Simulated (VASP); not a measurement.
ZrB2, 3 atoms in the cell. Symmetry: P6/mmm, No. 191, hexagonal system. Conventional cell: a = 3.170 Å, b = 3.170 Å, c = 3.533 Å, α = 90.00°, β = 90.00°, γ = 120.00°. Zr (site symmetry 6/mmm) has 12 B at 2.54 Å and 6 Zr at 3.17 Å within 3.4 Å. Within 2.4 Å of B (site symmetry -6m2) lie 3 B at 1.83 Å. 

| Property | Result |
| --- | --- |
| Program | VASP 6.6.1 |
| Task | single point |
| Functional | PBEsol |
| Potentials or basis | VASP PAW PBE potentials, release 64 (Zr_sv, B) |
| Cutoff | 520 eV |
| k mesh | 18 × 18 × 12 |
| Occupations | gaussian, width 0.1 eV |
| Spin | no spin polarisation |
| Dipole correction | no |
| Further INCAR settings | ALGO = Normal; EDIFF = 1e-06; NBANDS = 16 |

Potentials or basis: VASP PAW PBE potentials, release 64 (Zr_sv, B).

Command:

```console
$ cat potpaw_PBE.64/Zr_sv/POTCAR potpaw_PBE.64/B/POTCAR > POTCAR
$ mpirun -np 1 vasp_std > vasp.out
```

Hardware: 1 thread of Intel(R) Xeon(R) Platinum 8559C (Emerald Rapids) (shared host).

**Question.** Estimate the wall time of this run.

**Answer.** Wall time 49 s on 1 thread of Intel(R) Xeon(R) Platinum 8559C (Emerald Rapids), on a shared host, peak memory 0.23 GiB. Counts: scf iterations 13, k points 259.
